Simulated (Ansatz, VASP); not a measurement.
# Two plane-wave programs on CdTe

The input INCAR:

```
PREC = Accurate ; ENCUT = 520
EDIFF = 1E-7 ; ISMEAR = 0
SIGMA = 0.05 ; LREAL = F
LASPH = T ; NELM = 60
ALGO = Normal ; ISIF = 2
LWAVE = F ; LCHARG = F
NBANDS = 16
```

Contents of KPOINTS:

```
regular mesh
0
Gamma
  8 8 8
```

File POSCAR:

```
CdTe
1.0
    0.0000000000      3.0909340442      3.3495167363
    3.3495167363      0.0000000000      3.3495167363
    3.3495167363      3.0909340442      0.0000000000
Cd Te
1 1
Direct
    0.0000000000      0.0000000000      0.0000000000
    0.7500000000      0.7500000000      0.7500000000
```

Input for Ansatz:

```yaml
crystal:
  lattice:
    - [0.0, 3.0909340442, 3.3495167363]
    - [3.3495167363, 0.0, 3.3495167363]
    - [3.3495167363, 3.0909340442, 0.0]
  atoms:
    - { symbol: Cd, position: [0.0, 0.0, 0.0] }
    - { symbol: Te, position: [0.75, 0.75, 0.75] }
basis:
  ecutwfc: 420
kpoints:
  mp_grid: { grid: [8, 8, 8] }
hamiltonian:
  xc: lda
  pseudopotentials: { kind: paw }
scf:
  occupations: { method: gaussian, width: 0.05 }
output:
  forces: true
  stress: true
  eigenvalues: true
  write_density: true
  write_potential: true
  elf: true
  volumetric_format: npy
```

Alike in both runs: task single point; functional LDA; k mesh 8 × 8 × 8; occupations gaussian, width 0.05 eV; no spin polarisation.

|  | VASP | Ansatz |
| --- | --- | --- |
| version | VASP 6.6.1 | Ansatz 0.2.0 |
| potentials or method | VASP PAW LDA potentials, release 64 (Cd, Te), cutoff 520 eV | scalar-relativistic, plane waves, PAW |
| valence electrons in the cell | 18 | 36 |

Ansatz gave:

- gap on the k mesh at the Fermi level (eV): 0.29
- least direct gap on the mesh (eV): 0.29
- pressure (GPa): -2.2
- traceless stress, the component that is largest in VASP (GPa): 0.94

Problem. What did VASP give for the same quantities?

Solution. gap on the k mesh at the Fermi level (eV): 0.33; least direct gap on the mesh (eV): 0.33; pressure (GPa): -2.0; traceless stress, the component that is largest in VASP (GPa): 0.93.

LDA's correlation is that of Perdew and Zunger in VASP and of Perdew and Wang (1992) in Ansatz. VASP's potentials hold 18 valence electrons a cell and Ansatz's 36, so a difference there can come from the potentials and not from the codes.

Spin-orbit coupling is off throughout.
